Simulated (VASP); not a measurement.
# Ge2Sb2Te5 (P-3m1) in VASP: a series of runs, part 3 of 3

VASP 6.6.1. Earlier steps stand in the parts before.

**4. Single point, PBE**

This run uses another cell than the first one, of 32.93 Å³/atom.

INCAR

```
ALGO = Normal
EDIFF = 1E-7
ENCUT = 520
GGA = PE
ISIF = 2
ISMEAR = 0
LASPH = True
LCHARG = False
LREAL = False
LWAVE = False
NBANDS = 44
NELM = 60
PREC = Accurate
SIGMA = 0.03
```

KPOINTS

```
k-points
0
Gamma
  9 9 2
```

POSCAR

```
Ge2Sb2Te5
1.0
    4.4630000000      0.0000000000      0.0000000000
   -2.2315000000      3.8650713771      0.0000000000
    0.0000000000      0.0000000000     17.1822000000
Ge Sb Te
2 2 5
Direct
    0.0000000000      0.0000000000      0.3314713560
    0.0000000000      0.0000000000      0.6685286440
    0.3333333333      0.6666666667      0.1121550832
    0.6666666667      0.3333333333      0.8878449168
    0.0000000000      0.0000000000      0.0000000000
    0.3333333333      0.6666666667      0.7913602895
    0.6666666667      0.3333333333      0.2086397105
    0.3333333333      0.6666666667      0.4097504733
    0.6666666667      0.3333333333      0.5902495267
```

Potentials or basis: VASP PAW PBE potentials, release 64 (Ge_d, Sb, Te).

Run with:

```console
cat potpaw_PBE.64/Ge_d/POTCAR potpaw_PBE.64/Sb/POTCAR potpaw_PBE.64/Te/POTCAR > POTCAR
mpirun -np 1 vasp_std > vasp.out
```

OUTCAR:

```text
EDIFF = 1E-7
   ENCUT = 520
   GGA = PE
   ISIF = 2
   ISMEAR = 0
   LASPH = True
   LREAL = False
   NELM = 60
   PREC = Accurate

 ion  position               nearest neighbor table
   1  0.000  0.000  0.331-   8 2.91   8 2.91   8 2.91
   2  0.000  0.000  0.669-   9 2.91   9 2.91   9 2.91
   3  0.333  0.667  0.112-   7 3.06   7 3.06   7 3.06   5 3.22   5 3.22   5 3.22
   4  0.667  0.333  0.888-   6 3.06   6 3.06   6 3.06   5 3.22   5 3.22   5 3.22
   5  0.000  0.000  0.000-   3 3.22   4 3.22   4 3.22   3 3.22   4 3.22   3 3.22
   6  0.333  0.667  0.791-   4 3.06   4 3.06   4 3.06
   7  0.667  0.333  0.209-   3 3.06   3 3.06   3 3.06
   8  0.333  0.667  0.410-   1 2.91   1 2.91   1 2.91
   9  0.667  0.333  0.590-   2 2.91   2 2.91   2 2.91

  LATTYP: Found a hexagonal cell.
 ALAT       =     4.4630000000
 C/A-ratio  =     3.8499215774

  Lattice vectors:

 A1 = (   4.4630000000,   0.0000000000,   0.0000000000)
 A2 = (  -2.2315000000,   3.8650713771,   0.0000000000)
 A3 = (   0.0000000000,   0.0000000000,  17.1822000000)

Analysis of symmetry for initial positions (statically):
=====================================================================
 Subroutine PRICEL returns:
 Original cell was already a primitive cell.

 Routine SETGRP: Setting up the symmetry group for a
 hexagonal supercell.

 Subroutine GETGRP returns: Found 12 space group operations
 (whereof 12 operations were pure point group operations)
 out of a pool of 24 trial point group operations.

The static configuration has the point symmetry D_3d.

Analysis of symmetry for dynamics (positions and initial velocities):
=====================================================================
 Subroutine PRICEL returns:
[... 144 lines left out ...]
  Fermi-wavevector in a.u.,A,eV,Ry     =   1.002205  1.893894 13.665905  1.004416
  Thomas-Fermi vector in A             =   2.134677
   LORBIT       =      0    0 simple, 1 ext, 2 COOP (PROOUT), +10 PAW based schemes
   GGA     = PE    functional components
   LHFCALC =     F    Hartree Fock is set to
   AEXX    =    0.0000 exact exchange contribution
   IVDW    =     0    specifies the selected vdW correction
   LEPSILON=     F    determine dielectric tensor
   LRPA    =     F    only Hartree local field effects (RPA)
 non-spin polarized calculation
 Gauss-broadening in eV      SIGMA  =   0.03
  energy-cutoff  :      520.00
  volume of cell :      296.39
 maximum number of plane-waves:      8030
 NGX is ok and might be reduce to    36
   NGX = 17   NGY = 17   NGZ = 63

 number of electron      67.9999987 magnetization

 Free energy of the ion-electron system (eV)
  ---------------------------------------------------
  ext. energy  EPLUGINS =         0.00000000
  ---------------------------------------------------
  free energy    TOTEN  =       -33.60755524 eV

  energy without entropy =      -33.60755506  energy(sigma->0) =      -33.60755515

 E-fermi :   5.1991     XC(G=0):  -9.0318

 val. band max:        5.1101581623   @ k =   0.1111   0.0000   0.0000
 cond. band min:       5.2826901235   @ k =   0.0000   0.0000   0.0000
 fundamental gap:      0.1725319611
 Fermi energy:         5.1991473297

 k-point     1 :       0.0000    0.0000    0.0000
  band No.  band energies     occupation
      1     -19.4656      2.00000
      2     -19.4656      2.00000
      3     -19.4656      2.00000
      4     -19.4656      2.00000
      5     -19.4591      2.00000
      6     -19.4591      2.00000
[... 1117 lines left out ...]
     43       9.1841      0.00000
     44       9.3817      0.00000

------------------------ aborting loop because EDIFF is reached ----------------------------------------

  FORCE on cell =-STRESS in cart. coord.  units (eV):
  Direction    XX          YY          ZZ          XY          YZ          ZX
  --------------------------------------------------------------------------------------
  -------------------------------------------------------------------------------------
  Total       -5.1998148     -5.1998148      0.0634615     -0.0000000      0.0000000      0.0000000
  in kB      -28.1083457    -28.1083457      0.3430501     -0.0000000      0.0000000      0.0000000
  external PRESSURE =     -18.6245471 kB  Pullay stress =       0.0000000 kB

 VOLUME and BASIS-vectors are now :
 -----------------------------------------------------------------------------
  energy-cutoff  :      520.00
  volume of cell :      296.39
      direct lattice vectors                 reciprocal lattice vectors
     4.463000000  0.000000000  0.000000000     0.224064531  0.129363717  0.000000000
    -2.231500000  3.865071377  0.000000000     0.000000000  0.258727434  0.000000000
     0.000000000  0.000000000 17.182200000     0.000000000  0.000000000  0.058199765

 POSITION                                       TOTAL-FORCE (eV/Angst)
 -----------------------------------------------------------------------------------
      0.00000      0.00000      5.69541        -0.000000      0.000000      0.079255
      0.00000      0.00000     11.48679         0.000000     -0.000000     -0.079255
     -0.00000      2.57671      1.92707         0.000000      0.000000      0.048500
      2.23150      1.28836     15.25513         0.000000     -0.000000     -0.048500
      0.00000      0.00000      0.00000        -0.000000      0.000000      0.000000
     -0.00000      2.57671     13.59731        -0.000000     -0.000000      0.066632
      2.23150      1.28836      3.58489        -0.000000      0.000000     -0.066632
     -0.00000      2.57671      7.04041        -0.000000      0.000000      0.039344
      2.23150      1.28836     10.14179         0.000000     -0.000000     -0.039344
 -----------------------------------------------------------------------------------
    total drift:                               -0.000000     -0.000000      0.000000

  FREE ENERGIE OF THE ION-ELECTRON SYSTEM (eV)
  ---------------------------------------------------
  free  energy   TOTEN  =       -33.6075552420 eV

  energy  without entropy=      -33.6075550566  energy(sigma->0) =      -33.60755515
```

stdout:

```text
POSCAR found type information on POSCAR GeSbTe
 POSCAR found :  3 types and       9 ions
 scaLAPACK will be used
 LDA part: xc-table for (Slater+PW92), standard interpolation
 POSCAR, INCAR and KPOINTS ok, starting setup
 FFT: planning ... GRIDC
 FFT: planning ... GRID_SOFT
 FFT: planning ... GRID
 WAVECAR not read
 entering main loop
```

It took 13 min on 1 thread of Oxide Virtual Turin-like, shared host; peak memory 0.55 GiB.

What came out:

| Property | Result |
| --- | --- |
| Free energy | -33.6076 eV |
| Pressure | -1.9 GPa |
| Largest force | 0.079 eV/Å |
| Band gap on the k mesh | 0.17 eV (least direct gap 0.26 eV) |

Forces on the atoms (eV/Å):
```
Ge   0.000  0.000  0.079
Ge   0.000  0.000 -0.079
Sb   0.000  0.000  0.049
Sb   0.000  0.000 -0.049
Te   0.000  0.000  0.000
Te   0.000  0.000  0.067
Te   0.000  0.000 -0.067
Te   0.000  0.000  0.039
Te   0.000  0.000 -0.039
```

Stress tensor (GPa, compression positive):
```
-2.81  0.00  0.00
 0.00 -2.81  0.00
 0.00  0.00  0.03
```

Levels at points of the mesh, in eV from the valence-band top:
```
           k point  band 30  band 31  band 32  band 33  band 34  band 35  band 36  band 37  band 38  band 39
(0.00, 0.00, 0.00)    -1.31    -1.25    -1.25    -1.14    -0.28     0.17     0.17     0.44     0.93     1.18
(0.00, 0.00, 0.50)    -1.36    -1.28    -1.28    -1.14    -0.28     0.20     0.20     0.44     0.93     1.10
```

Caveat: semilocal functionals underestimate gaps, and a narrow one can read as zero; spin-orbit coupling is left out, which moves the levels of the heavy elements; this functional lacks dispersion, which binds layers or chains, so the pressure and a relaxed spacing across them are unreliable.

**5. Single point, PBE**

This run uses another cell than the first one, of 33.14 Å³/atom.

INCAR

```
SYSTEM = Ge2Sb2Te5
ALGO     = Normal         ! electronic algorithm
EDIFF    = 1E-6           ! SCF threshold, eV
ENCUT    = 520            ! plane-wave cutoff, eV
GGA      = PE             ! functional
ISIF     = 2              ! what is computed and relaxed
ISMEAR   = 0              ! smearing method
LASPH    = .TRUE.         ! aspherical terms in the spheres
LCHARG   = .FALSE.        ! write CHGCAR
LREAL    = .FALSE.        ! projectors in reciprocal space
LWAVE    = .FALSE.        ! write WAVECAR
NBANDS   = 44             ! bands
NELM     = 80             ! most SCF steps
PREC     = Accurate       ! precision mode
SIGMA    = 0.03           ! smearing width, eV
```

KPOINTS

```
k-points
0
G
  9 9 2
  0 0 0
```

POSCAR, as its differences from that of step 4:

```diff
@@ -2,5 +2,5 @@
 1.0
-    4.4630000000      0.0000000000      0.0000000000
-   -2.2315000000      3.8650713771      0.0000000000
-    0.0000000000      0.0000000000     17.1822000000
+    4.3635000000      0.0000000000      0.0000000000
+   -2.1817500000      3.7789018494      0.0000000000
+    0.0000000000      0.0000000000     18.0865499662
 Ge Sb Te
```

Run with:

```console
cat potpaw_PBE.64/Ge_d/POTCAR potpaw_PBE.64/Sb/POTCAR potpaw_PBE.64/Te/POTCAR > POTCAR
mpirun -np 1 vasp_std > vasp.out
```

Run time: 10 min. Hardware: 1 thread of Oxide Virtual Turin-like, shared host; peak memory 0.51 GiB.

It converged, with:

```
Free energy            : -33.7573 eV
Pressure               : -2.0 GPa
Largest force          : 0.199 eV/Å
Band gap on the k mesh : 0.20 eV (least direct gap 0.21 eV)
```

Forces in eV/Å, atoms in the order of the input:
```
Ge   0.000  0.000  0.141
Ge   0.000  0.000 -0.141
Sb   0.000  0.000  0.074
Sb   0.000  0.000 -0.074
Te   0.000  0.000  0.000
Te   0.000  0.000  0.199
Te   0.000  0.000 -0.199
Te   0.000  0.000 -0.160
Te   0.000  0.000  0.160
```

Stress tensor (GPa, compression positive):
```
-2.25  0.00  0.00
 0.00 -2.25  0.00
 0.00  0.00 -1.40
```

Levels at points of the mesh, in eV from the valence-band top:
```
           k point  band 31  band 32  band 33  band 34  band 35  band 36  band 37  band 38
(0.00, 0.00, 0.00)    -1.24    -1.24    -1.11    -0.13     0.22     0.22     0.27     1.07
(0.00, 0.00, 0.50)    -1.27    -1.27    -1.03    -0.13     0.23     0.23     0.27     1.07
```

Caveat: semilocal functionals underestimate gaps, and a narrow one can read as zero; spin-orbit coupling is left out, which moves the levels of the heavy elements; this functional lacks dispersion, which binds layers or chains, so the pressure and a relaxed spacing across them are unreliable. A k mesh can miss the band edges.

**6. Overview**

```tsv
cell	gap on the mesh (eV)	pressure (GPa)	largest force (eV/Å)
a = 4.463, b = 4.463, c = 18.388 Å, angles 90.0, 90.0, 120.0°, 9 atoms	0.16	-3.9	0.49
a = 4.562, b = 4.563, c = 17.785 Å, angles 90.0, 90.0, 120.0°, 9 atoms	0.21	-4.3	0.43
a = 4.463, b = 4.463, c = 17.182 Å, angles 90.0, 90.0, 120.0°, 9 atoms	0.17	-1.9	0.08
a = 4.364, b = 4.363, c = 18.087 Å, angles 90.0, 90.0, 120.0°, 9 atoms	0.20	-2.0	0.20
```

Alike in all rows: task single point; level PBE; potentials or basis VASP PAW PBE potentials, release 64 (Ge_d, Sb, Te); no spin polarisation; k mesh 9 × 9 × 2; cutoff (eV) 520; smearing gaussian 0.03 eV.

Caveats: semilocal functionals underestimate gaps, and a narrow one can read as zero; spin-orbit coupling is left out, which moves the levels of the heavy elements; this functional lacks dispersion, which binds layers or chains, so the pressure and a relaxed spacing across them are unreliable; the cell stands under tension (at least some runs).

Total energies depend on the potentials used, so only differences within one code and one set of settings carry meaning.
